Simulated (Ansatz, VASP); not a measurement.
## Be2ZnSe3: VASP beside Ansatz

File INCAR:

```
PREC = Accurate
ENCUT = 520
EDIFF = 1E-6
ISMEAR = 0
SIGMA = 0.02
LREAL = F
LASPH = T
NELM = 80
ALGO = Normal
ISIF = 2
LWAVE = F
LCHARG = F
GGA = PE
NBANDS = 26
```

The input KPOINTS:

```
Automatic mesh
0
Gamma
  12 12 4
```

The input POSCAR:

```
Be2ZnSe3
1.0
    3.7899660878      0.0000000000      0.0000000000
   -1.8949830439      3.2822069115      0.0000000000
    0.0000000000      0.0000000000      9.3406571091
Be Zn Se
2 1 3
Direct
    0.6666666667      0.3333333333      0.3417775604
    0.3333333333      0.6666666667      0.6575700365
    0.0000000000      0.0000000000      0.9964422353
    0.6666666667      0.3333333333      0.1033782840
    0.3333333333      0.6666666667      0.4176664814
    0.0000000000      0.0000000000      0.7331654025
```

Input for Ansatz:

```yaml
crystal:
  lattice:
    - [3.7899660878, 0.0, 0.0]
    - [-1.8949830439, 3.2822069115, 0.0]
    - [0.0, 0.0, 9.3406571091]
  atoms:
    - { symbol: Be, position: [0.6666666667, 0.3333333333, 0.3417775604] }
    - { symbol: Be, position: [0.3333333333, 0.6666666667, 0.6575700365] }
    - { symbol: Zn, position: [0.0, 0.0, 0.9964422353] }
    - { symbol: Se, position: [0.6666666667, 0.3333333333, 0.103378284] }
    - { symbol: Se, position: [0.3333333333, 0.6666666667, 0.4176664814] }
    - { symbol: Se, position: [0.0, 0.0, 0.7331654025] }
basis:
  ecutwfc: 420
kpoints:
  mp_grid: { grid: [12, 12, 4] }
  band_path:
    path:
      - [[0.0, 0.0, 0.0], [0.5, 0.0, 0.0], [0.33333333, 0.33333333, 0.0], [0.0, 0.0, 0.0], [0.0, 0.0, 0.5], [0.5, 0.0, 0.5], [0.33333333, 0.33333333, 0.5], [0.0, 0.0, 0.5]]
      - [[0.5, 0.0, 0.5], [0.5, 0.0, 0.0]]
      - [[0.33333333, 0.33333333, 0.5], [0.33333333, 0.33333333, 0.0]]
    npoints: 14
hamiltonian:
  xc: pbe
scf:
  occupations: { method: gaussian, width: 0.02 }
  n_extra_bands: 15
output:
  forces: true
  stress: true
  eigenvalues: true
  populations: true
  dos: { projected: true, de: 0.02, nscf_kmesh: { grid: [18, 18, 6] } }
  bader: true
```

Alike in both runs: task single point; functional PBE; k mesh 12 × 12 × 4; occupations gaussian, width 0.02 eV; no spin polarisation.

|  | VASP | Ansatz |
| --- | --- | --- |
| version | VASP 6.6.1 | Ansatz 0.2.0 |
| potentials or method | VASP PAW PBE potentials, release 64 (Be, Zn, Se), cutoff 520 eV | scalar-relativistic, plane waves, PAW |
| valence electrons in the cell | 34 | 64 |

Ansatz gave:

| Item | Value |
| --- | --- |
| gap on the k mesh at the Fermi level (eV) | 2.37 |
| least direct gap on the mesh (eV) | 2.52 |
| pressure (GPa) | 0.0 |
| rms of the force components (eV/Å) | 0.002 |

Question: Which values does VASP return?

Answer: gap on the k mesh at the Fermi level (eV): 2.36; least direct gap on the mesh (eV): 2.52; pressure (GPa): 0.2; rms of the force components (eV/Å): 0.006.

Atom by atom the forces differ by 0.005 eV/Å (rms over components). VASP's potentials hold 34 valence electrons a cell and Ansatz's 64, so a difference there can come from the potentials and not from the codes.
